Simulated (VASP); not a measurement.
Here is a VASP 6.6.1 calculation.

INCAR

```
SYSTEM = SiO2
ALGO = Normal
EDIFF = 1E-6
ENCUT = 520
GGA = PE
ISIF = 2
ISMEAR = 0
LASPH = .TRUE.
LCHARG = .FALSE.
LREAL = .FALSE.
LWAVE = .FALSE.
NBANDS = 25
NELM = 60
PREC = Accurate
SIGMA = 0.01
```

File KPOINTS:

```
k-points
0
G
  6 6 8
  0 0 0
```

Contents of POSCAR:

```
SiO2
1.0
    4.2792253149      0.0000000000      0.0000000000
    0.0000000000      4.2792253149      0.0000000000
    0.0000000000      0.0000000000      2.7302303663
Si O
2 4
Direct
    0.0000000000      0.0000000000      0.0000000000
    0.5000000000      0.5000000000      0.5000000000
    0.3059000000      0.3059000000      0.0000000000
    0.1941000000      0.8059000000      0.5000000000
    0.6941000000      0.6941000000      0.0000000000
    0.8059000000      0.1941000000      0.5000000000
```

Potentials or basis: VASP PAW PBE potentials, release 64 (Si, O).

Run with:

```bash
$ cat potpaw_PBE.64/Si/POTCAR potpaw_PBE.64/O/POTCAR > POTCAR
$ mpirun -np 1 vasp_std > vasp.out
```

Task: What does it give for the largest force?

Result: 0.356 eV/Å.

Task: Estimate the pressure.

Result: -10.3 GPa.

Stress tensor (GPa, compression positive):
```
 -9.40   0.00   0.00
  0.00  -9.40   0.00
  0.00   0.00 -12.06
```
